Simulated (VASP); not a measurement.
Input of a VASP 6.6.1 run:

File INCAR:

```
PREC = Accurate
ENCUT = 520
EDIFF = 1E-6
ISMEAR = -1
SIGMA = 0.05
LREAL = F
LASPH = T
NELM = 150
ALGO = Normal
ISIF = 2
LWAVE = F
LCHARG = F
ISPIN = 2
MAGMOM = 0.7 0.7
LORBIT = 11
LMAXMIX = 4
GGA = RE
NBANDS = 21
```

Contents of KPOINTS:

```
Automatic mesh
0
Gamma
  16 16 9
```

File POSCAR:

```
Ni
1.0
    2.4727017090      0.0000000000      0.0000000000
   -1.2363508545      2.1414224960      0.0000000000
    0.0000000000      0.0000000000      4.0495181848
Ni
2
Direct
    0.3333333333      0.6666666667      0.2500000000
    0.6666666667      0.3333333333      0.7500000000
```

Potentials or basis: VASP PAW PBE potentials, release 64 (Ni).

Command:

```bash
$ cat potpaw_PBE.64/Ni/POTCAR > POTCAR
$ mpirun -np 1 vasp_std > vasp.out
```

Question: Estimate the pressure.

Answer: 7.8 GPa.

Question: What does it give for the site moments?

Answer: Ni +0.62 μB.

Question: Predict the net moment.

Answer: 1.22 μB per cell.

Stress tensor (GPa, compression positive):
```
7.45 0.00 0.00
0.00 7.45 0.00
0.00 0.00 8.42
```

Caveat: the PAW data sets were made with another functional, which shifts forces and pressure a little.
